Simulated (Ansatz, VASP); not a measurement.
**One calculation of Sc, two programs**

```
Sc
1.0
     0.00000    2.14446    2.14446
     2.14446    0.00000    2.14446
     2.14446    2.14446    0.00000
Sc
1
Direct
  0.00000 0.00000 0.00000
```

Alike in both runs: task single point; functional PBE; k mesh 8 × 8 × 8; occupations gaussian, width 0.1 eV; no spin polarisation.

|  | VASP | Ansatz |
| --- | --- | --- |
| version | VASP 6.6.1 | Ansatz 0.2.0 |
| potentials or method | VASP PAW PBE potentials, release 64 (Sc_sv), cutoff 500 eV | scalar-relativistic, plane waves, PAW |
| valence electrons in the cell | 11 | 11 |

```csv
,VASP,Ansatz,Ansatz less VASP
gap on the k mesh at the Fermi level (eV),none,none,-
pressure (GPa),16.1,16.0,-0.09
```

A gap of «none» marks a metal or a gap that the smearing closes. With one functional, cell and mesh, what is left measures potentials, basis and numerics.
